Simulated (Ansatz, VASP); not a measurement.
# One calculation of Ge, two programs

```
Ge
1.0
     3.96288    0.00000    0.00000
    -1.98144    3.43196    0.00000
     0.00000    0.00000   14.03852
Ge
8
Direct
  0.00000 0.00000 0.39553
  0.00000 0.00000 0.60447
  0.00000 0.00000 0.89553
  0.00000 0.00000 0.10447
  0.33333 0.66667 0.34420
  0.66667 0.33333 0.65580
  0.66667 0.33333 0.84420
  0.33333 0.66667 0.15580
```

Alike in both runs: task single point; functional PBE; k mesh 15 × 15 × 4; occupations gaussian, width 0.15 eV; no spin polarisation.

|  | VASP | Ansatz |
| --- | --- | --- |
| version | VASP 6.6.1 | Ansatz 0.2.0 |
| potentials or method | VASP PAW PBE potentials, release 64 (Ge_d), cutoff 520 eV | scalar-relativistic, plane waves, PAW |
| valence electrons in the cell | 112 | 112 |

```tsv
	VASP	Ansatz	Ansatz less VASP
gap on the k mesh at the Fermi level (eV)	none	none	-
pressure (GPa)	2.6	2.7	+0.03
traceless stress, the component that is largest in VASP (GPa)	-8.07	-8.10	-0.028
rms of the force components (eV/Å)	0.818	0.818	+0.0007
```

Atom by atom the forces differ by 0.001 eV/Å (rms over components). A gap of «none» marks a metal or a gap that the smearing closes. The functional is the same, so the differences come from potentials, cutoffs and numerics.
